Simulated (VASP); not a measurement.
Input of a VASP 6.6.1 run:

POSCAR

```
Te
1.0
    2.2337971139      1.2896833651      1.8018840491
   -2.2337971139      1.2896833651      1.8018840491
    0.0000000000     -2.5793667301      1.8018840492
Te
1
Direct
    0.5000000000      0.5000000000      0.5000000000
```

The input INCAR.step1:

```
SYSTEM = Te
  PREC = Accurate
  ENCUT = 520
  ISMEAR = 0
  SIGMA = 0.15
  LREAL = .False.
  LASPH = .True.
  NELM = 100
  NBANDS = 9
  GGA = PE
  ALGO = Normal
  EDIFF = 1E-4
  LWAVE = .True.
  LCHARG = .False.
```

File INCAR.step2:

```
SYSTEM = Te
  PREC = Accurate
  ENCUT = 520
  EDIFF = 1E-7
  ISMEAR = 0
  SIGMA = 0.15
  LREAL = .False.
  LASPH = .True.
  NELM = 100
  ALGO = Normal
  ISIF = 2
  LWAVE = .False.
  LCHARG = .False.
  METAGGA = R2SCAN
  LMIXTAU = .True.
  NBANDS = 9
  ISTART = 1
```

Contents of KPOINTS:

```
Automatic mesh
0
Gamma
  18 18 18
  0 0 0
```

Potentials or basis: VASP PAW PBE potentials, release 64 (Te).

The run is started by

```sh
$ cat potpaw_PBE.64/Te/POTCAR > POTCAR
$ cp INCAR.step1 INCAR
$ mpirun -np 1 vasp_std > vasp.out
$ cp INCAR.step2 INCAR
$ mpirun -np 1 vasp_std > vasp.out
```

Task: What does it give for the band gap on the k mesh?

Result: Zero (bands 3 and 4 overlap by 6.17 eV).

Task: Estimate the pressure.

Result: 2.3 GPa.

Caveat: the PAW data sets were made with another functional, which shifts forces and pressure a little; spin-orbit coupling is left out, which moves the levels of the heavy elements.
